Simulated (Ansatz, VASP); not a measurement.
## HfN in VASP and in Ansatz

```
CELL_PARAMETERS angstrom
0.00000 2.43353 2.43353
2.43353 0.00000 2.43353
2.43353 2.43353 0.00000
ATOMIC_POSITIONS crystal
Hf 0.00000 0.00000 0.00000
N 0.75000 0.75000 0.75000
```

Alike in both runs: task single point; functional PBEsol; k mesh 12 × 12 × 12; occupations gaussian, width 0.15 eV; no spin polarisation.

```csv
,VASP,Ansatz
version,VASP 6.6.1,Ansatz 0.2.0
potentials or method,"VASP PAW PBE potentials, release 64 (Hf_pv, N), cutoff 520 eV","scalar-relativistic, plane waves, PAW"
valence electrons in the cell,15,31
```

|  | VASP | Ansatz | Ansatz less VASP |
| --- | --- | --- | --- |
| gap on the k mesh at the Fermi level (eV) | none | none | - |
| pressure (GPa) | -0.8 | 0.1 | +0.87 |

VASP's potentials were made for PBE, not for PBEsol. A gap of «none» marks a metal or a gap that the smearing closes. With one functional, cell and mesh, what is left measures potentials, basis and numerics. VASP's potentials hold 15 valence electrons a cell and Ansatz's 31, so a difference there can come from the potentials and not from the codes.

Spin-orbit coupling is off throughout.
